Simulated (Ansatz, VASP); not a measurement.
**SrTiO3 in VASP and in Ansatz**

Contents of INCAR:

```
SYSTEM = SrTiO3
PREC = Accurate
ENCUT = 520
EDIFF = 1E-7
ISMEAR = 0
SIGMA = 0.05
LREAL = .False.
LASPH = .True.
NELM = 100
ALGO = Normal
ISIF = 2
LWAVE = .False.
LCHARG = .True.
GGA = PS
LELF = .True.
LVHAR = .True.
NBANDS = 28
```

KPOINTS

```
regular mesh
0
Gamma
  8 8 8
  0 0 0
```

File POSCAR:

```
SrTiO3
1.0
    3.8913815400      0.0000000000      0.0000000000
    0.0000000000      3.8913815400      0.0000000000
    0.0000000000      0.0000000000      3.8913815400
Sr Ti O
1 1 3
Direct
    0.0473807538      0.0000000000      0.0000000000
    0.4602061169      0.5000000000      0.5000000000
   -0.0407627930      0.5000000000      0.5000000000
    0.4501680128      0.0000000000      0.5000000000
    0.4501680128      0.5000000000      0.0000000000
```

Input for Ansatz:

```yaml
crystal:
  lattice:
    - [3.89138154, 0.0, 0.0]
    - [0.0, 3.89138154, 0.0]
    - [0.0, 0.0, 3.89138154]
  atoms:
    - { symbol: Sr, position: [0.0473807538, 0.0, 0.0] }
    - { symbol: Ti, position: [0.4602061169, 0.5, 0.5] }
    - { symbol: O, position: [-0.040762793, 0.5, 0.5] }
    - { symbol: O, position: [0.4501680128, 0.0, 0.5] }
    - { symbol: O, position: [0.4501680128, 0.5, 0.0] }
basis:
  ecutwfc: 520.0
kpoints:
  mp_grid: { grid: [8, 8, 8] }
hamiltonian:
  xc: pbesol
  pseudopotentials: { kind: paw, azcp: { folder: soft_1 } }
scf:
  occupations: { method: gaussian, width: 0.05 }
output:
  forces: true
  stress: true
  eigenvalues: true
  write_density: true
  write_potential: true
  elf: true
  volumetric_format: npy
```

Change from the starting cell: mode 1 frozen in at -0.124 Å and mode 7 at -0.224 Å (largest displacements).

Alike in both runs: task single point; functional PBEsol; k mesh 8 × 8 × 8; occupations gaussian, width 0.05 eV; no spin polarisation.

```csv
,VASP,Ansatz
version,VASP 6.6.1,Ansatz 0.2.0
potentials or method,"VASP PAW PBE potentials, release 64 (Sr_sv, Ti_sv, O), cutoff 520 eV","scalar-relativistic, plane waves, PAW"
valence electrons in the cell,40,40
```

VASP gave:

- gap on the k mesh at the Fermi level (eV): 1.73
- least direct gap on the mesh (eV): 2.09
- pressure (GPa): 4.1
- traceless stress, the component that is largest in VASP (GPa): -0.30
- rms of the force components (eV/Å): 0.487

Problem. Which values does Ansatz return?

Solution. gap on the k mesh at the Fermi level (eV): 1.76; least direct gap on the mesh (eV): 2.11; pressure (GPa): 3.4; traceless stress, the component that is largest in VASP (GPa): -0.27; rms of the force components (eV/Å): 0.467.

VASP's potentials were made for PBE, not for PBEsol, and Ansatz warns of the same on its side. Atom by atom the forces differ by 0.023 eV/Å (rms over components). With one functional, cell and mesh, what is left measures potentials, basis and numerics.
